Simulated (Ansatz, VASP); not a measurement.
GaN: VASP beside Ansatz

```xyz
2
Lattice="0.0000 2.1173 2.1173 2.1173 0.0000 2.1173 2.1173 2.1173 0.0000" Properties=species:S:1:pos:R:3 pbc="T T T"
Ga    0.0000    0.0000    0.0000
N     2.1173    2.1173    2.1173
```

Alike in both runs: task single point; functional r2SCAN; k mesh 8 × 8 × 8; no spin polarisation.

```csv
,VASP,Ansatz
version,VASP 6.6.1,Ansatz 0.2.0
potentials or method,"VASP PAW PBE potentials, release 64 (Ga_d, N_h), cutoff 1460 eV","plane waves, PAW"
occupations,"gaussian, width 0.01 eV",fixed
valence electrons in the cell,18,18
```

Ansatz gave:

```
gap on the k mesh at the Fermi level (eV) : 1.11
pressure (GPa)                            : -3.0
```

What did VASP give for the same quantities?

gap on the k mesh at the Fermi level (eV): 1.09; pressure (GPa): -1.6.

VASP's potentials were made for PBE, not for r2SCAN. Ansatz's warnings: stress scf threshold loose.
